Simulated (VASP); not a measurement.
Input of a VASP 6.6.1 run:

File INCAR:

```
PREC = Accurate
ENCUT = 520
EDIFF = 1E-6
ISMEAR = -1
SIGMA = 0.1
LREAL = F
LASPH = T
NELM = 60
ALGO = Normal
ISIF = 2
LWAVE = F
LCHARG = F
NBANDS = 26
```

Contents of KPOINTS:

```
Automatic mesh
0
Gamma
  6 6 6
```

Contents of POSCAR:

```
SiAu3
1.0
    0.0000000000      3.1486662265      3.1486662265
    3.1486662265      0.0000000000      3.1486662265
    3.1486662265      3.1486662265      0.0000000000
Si Au
1 3
Direct
    0.0000000000      0.0000000000      0.0000000000
    0.2500000000      0.2500000000      0.2500000000
    0.7500000000      0.7500000000      0.7500000000
    0.5000000000      0.5000000000      0.5000000000
```

Potentials or basis: VASP PAW LDA potentials, release 64 (Si, Au).

Command:

```bash
$ cat potpaw_LDA.64/Si/POTCAR potpaw_LDA.64/Au/POTCAR > POTCAR
$ mpirun -np 1 vasp_std > vasp.out
```

(1) Predict the pressure.

Results:

(1) 9.0 GPa.
